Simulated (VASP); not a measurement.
## SnTe: single point with PBE

Crystal: SnTe.

```xyz
2
Lattice="0.0000 3.1565 3.4090 3.1565 0.0000 3.4090 3.1565 3.1565 0.0000" Properties=species:S:1:pos:R:3 pbc="T T T"
Sn    0.0000    0.0000    0.0000
Te    3.1565    3.1565    3.4090
```

This cell differs from its parent crystal: strain +0.000 along x and y, +0.080 along z.

```yaml
Program: VASP 6.6.1
Task: single point
Functional: PBE
Potentials_or_basis: VASP PAW PBE potentials, release 64 (Sn_d, Te)
Cutoff: 520 eV
k_mesh: 10 × 10 × 10
Occupations: gaussian, width 0.03 eV
Spin: no spin polarisation
Dipole_correction: no
Further_INCAR_settings: ALGO = Normal; EDIFF = 1e-06; NBANDS = 17
```

| Property | Result |
| --- | --- |
| Pressure | -0.6 GPa |
| Band gap on the k mesh | 0.09 eV, direct |

Stress tensor (GPa, compression positive):
```
 1.46  0.00  0.00
 0.00  1.46  0.00
 0.00  0.00 -4.81
```

Levels at points of the mesh, in eV from the valence-band top:
```csv
k point,band 7,band 8,band 9,band 10,band 11,band 12,band 13,band 14
"(0.00, 0.00, 0.00)",-4.88,-2.12,-2.12,-1.40,2.21,3.81,3.81,4.63
"(0.50, 0.00, 0.00)",-7.90,-1.67,-1.47,0.00,0.09,0.57,0.68,7.63
"(0.50, 0.50, 0.00)",-6.03,-4.85,-3.21,-3.21,2.67,4.84,4.84,5.14
"(0.50, 0.00, 0.50)",-6.47,-5.03,-3.76,-2.95,2.51,3.64,5.42,6.27
```

Run time: 78 s on 1 thread of Intel(R) Xeon(R) Platinum 8259CL CPU @ 2.50GHz (Skylake/Cascade Lake), with other jobs on the host, peak memory 0.28 GiB.

Caveat: the cell differs from its parent crystal (strain +0.000 along x and y, +0.080 along z); spin-orbit coupling is left out, which moves the levels of the heavy elements. A k mesh can miss the band edges.
